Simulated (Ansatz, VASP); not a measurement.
This is a calculation of NiO for VASP 6.6.1.

POSCAR

```
NiO
1.0
    0.0000000000      2.1133508634      2.1133508634
    2.1133508634      0.0000000000      2.1133508634
    2.1133508634      2.1133508634      0.0000000000
Ni O
1 1
Direct
    0.0000000000      0.0000000000      0.0000000000
    0.5000000000      0.5000000000      0.5000000000
```

INCAR.step1

```
PREC = Accurate
ENCUT = 520
ISMEAR = -1
SIGMA = 0.05
LREAL = False
LASPH = True
NELM = 150
ISPIN = 2
MAGMOM = 1 0
LMAXMIX = 4
NBANDS = 19
GGA = PE
ALGO = Normal
EDIFF = 1E-4
LWAVE = True
LCHARG = False
```

INCAR.step2

```
PREC = Accurate
ENCUT = 520
EDIFF = 1E-7
ISMEAR = -1
SIGMA = 0.05
LREAL = False
LASPH = True
NELM = 150
ALGO = Normal
ISIF = 2
LWAVE = False
LCHARG = False
ISPIN = 2
MAGMOM = 1 0
LORBIT = 11
LMAXMIX = 4
METAGGA = R2SCAN
LMIXTAU = True
IVDW = 13
VDW_S6 = 1.0
VDW_S8 = 0.6018749
VDW_A1 = 0.51559235
VDW_A2 = 5.77342911
NBANDS = 19
ISTART = 1
```

KPOINTS

```
regular mesh
0
Gamma
  11 11 11
```

Potentials or basis: VASP PAW PBE potentials, release 64 (Ni, O).

Command:

```sh
$ cat potpaw_PBE.64/Ni/POTCAR potpaw_PBE.64/O/POTCAR > POTCAR
$ cp INCAR.step1 INCAR
$ mpirun -np 1 vasp_std > vasp.out
$ cp INCAR.step2 INCAR
$ mpirun -np 1 vasp_std > vasp.out
```

Problem. Set up the same calculation for Ansatz 0.2.0. Potentials there: Ansatz PAW.

Solution. As run (the cutoff follows the program's own potentials):

The input input.yaml:

```yaml
crystal:
  lattice:
    - [0.0, 2.1133508634, 2.1133508634]
    - [2.1133508634, 0.0, 2.1133508634]
    - [2.1133508634, 2.1133508634, 0.0]
  atoms:
    - { symbol: Ni, position: [0.0, 0.0, 0.0], spin: 1.0 }
    - { symbol: O, position: [0.5, 0.5, 0.5] }
hamiltonian:
  xc: r2scan
  pseudopotentials: { kind: paw }
  dispersion: d4
magnetization:
  spin_polarized: true
kpoints:
  mp_grid: { grid: [11, 11, 11] }
scf:
  occupations: { method: fermi_dirac, width: 0.05 }
output:
  forces: true
  stress: true
  eigenvalues: true
```

Potentials or basis: Ansatz PAW.

Launch:

```console
$ ansatz run input.yaml --threads 2 --pin off --max-ram 5120MiB --backend cpu --events-out ev --progress --plain --runs-dir out
```

Both were run:

|  | VASP | Ansatz | Ansatz less VASP |
| --- | --- | --- | --- |
| gap on the k mesh at the Fermi level (eV) | 0.86 | 0.95 | +0.084 |
| least direct gap on the mesh (eV) | 1.74 | 1.82 | +0.080 |
| pressure (GPa) | -6.6 | -6.7 | -0.04 |
| net moment per atom (μB) | 1.00 | 1.00 | 0.000 |
| size of the moment on the site where the two differ most (μB) | 1.70 | 1.67 | -0.022 |

VASP's potentials were made for PBE, not for r2SCAN. Site moments also hang on the region over which each program counts them. VASP's potentials hold 16 valence electrons a cell and Ansatz's 24, so a difference there can come from the potentials and not from the codes.

Noted on Ansatz's run: the magnetic or orbital state may not be the lowest; odd divisions of the mesh miss points on the zone boundary, where band edges often lie, so the gap on the mesh can be too wide.
